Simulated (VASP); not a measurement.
**TiAl: single point with PBEsol**

Crystal: TiAl.

```
Ti Al
1.0
     2.86726    0.00000    0.00000
    -1.43363    2.44588    0.00000
     0.00000    0.00000    4.67808
Ti Al
1 1
Direct
  0.00000 0.00000 0.00000
  0.33333 0.66667 0.50000
```

This cell differs from its parent crystal: strain -0.0150 x Voigt [0, 1, 0, 0, 0, 0].

```
Program             : VASP 6.6.1
Task                : single point
Functional          : PBEsol
Potentials or basis : VASP PAW PBE potentials, release 64 (Ti_sv, Al)
Cutoff              : 520 eV
k mesh              : 18 × 18 × 10
Occupations         : gaussian, width 0.15 eV
Spin                : no spin polarisation
```

The pressure is -1.4 GPa and the largest force is 0.047 eV/Å. The band gap on the k mesh is zero (an odd number of electrons rules out a gap without spin polarisation).

Forces on the atoms (eV/Å):
```
Ti   0.000 -0.047  0.000
Al   0.000  0.047  0.000
```

Stress tensor (GPa, compression positive):
```
-1.24  0.00  0.00
 0.00 -0.02  0.00
 0.00  0.00 -2.83
```

Levels at points of the mesh, in eV from the Fermi level:
```tsv
k point	band 4	band 5	band 6	band 7	band 8	band 9	band 10	band 11	band 12	band 13
(0.00, 0.00, 0.00)	-32.23	-9.01	-2.36	-1.90	1.20	1.40	2.81	2.85	3.87	12.86
(0.50, 0.00, 0.00)	-32.37	-3.76	-2.85	-1.59	-1.03	2.17	4.03	4.10	4.15	5.36
(0.00, 0.50, 0.00)	-32.40	-3.67	-2.70	-1.56	-1.02	2.08	4.08	4.13	4.21	5.51
(0.00, 0.00, 0.50)	-32.23	-8.12	-5.33	-0.49	1.21	1.41	2.73	2.78	6.70	11.00
(0.50, 0.00, 0.50)	-32.37	-3.71	-2.46	-1.86	0.52	0.93	1.99	2.90	4.05	6.64
(0.00, 0.50, 0.50)	-32.40	-3.61	-2.35	-1.86	0.67	0.98	1.87	2.96	4.08	6.74
```

Run time: 4.5 min on 1 thread of Intel(R) Xeon(R) 6975P-C (Granite Rapids) (shared host), peak memory 0.36 GiB.

Caveat: the cell differs from its parent crystal (strain -0.0150 x Voigt [0, 1, 0, 0, 0, 0]); the PAW data sets were made with another functional, which shifts forces and pressure a little.
